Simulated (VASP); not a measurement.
Here is a VASP 6.6.1 calculation.

File INCAR:

```
  PREC = Accurate
  ENCUT = 520
  EDIFF = 1E-6
  ISMEAR = -1
  SIGMA = 0.05
  LREAL = False
  LASPH = True
  NELM = 80
  ALGO = Normal
  ISIF = 2
  LWAVE = False
  LCHARG = False
  GGA = PS
  NBANDS = 16
```

KPOINTS

```
Automatic mesh
0
Gamma
  14 14 13
```

The input POSCAR:

```
WC
1.0
    2.9005014360      0.0145025072      0.0145025072
   -1.4376911784      2.5046566737      0.0053082861
    0.0141450000      0.0141450000      2.8290000000
W C
1 1
Direct
    0.0000000000      0.0000000000      0.0000000000
    0.6666666667      0.3333333333      0.5000000000
```

Potentials or basis: VASP PAW PBE potentials, release 64 (W_sv, C).

Launch:

```bash
$ cat potpaw_PBE.64/W_sv/POTCAR potpaw_PBE.64/C/POTCAR > POTCAR
$ mpirun -np 1 vasp_std > vasp.out
```

Q: What does it give for the largest force?

A: 0.053 eV/Å.

Q: Estimate the band gap on the k mesh.

A: Zero (band 9 reaches 11.77 eV, above the bottom of band 10 at 10.53 eV).

Stress tensor (GPa, compression positive):
```
 0.41 -2.44 -3.19
-2.44  0.58 -3.19
-3.19 -3.19  1.01
```

Caveat: the cell differs from its parent crystal (equal xy, yz and zx shear strains of +1 %); the PAW data sets were made with another functional, which shifts forces and pressure a little; spin-orbit coupling is left out, which moves the levels of the heavy elements.
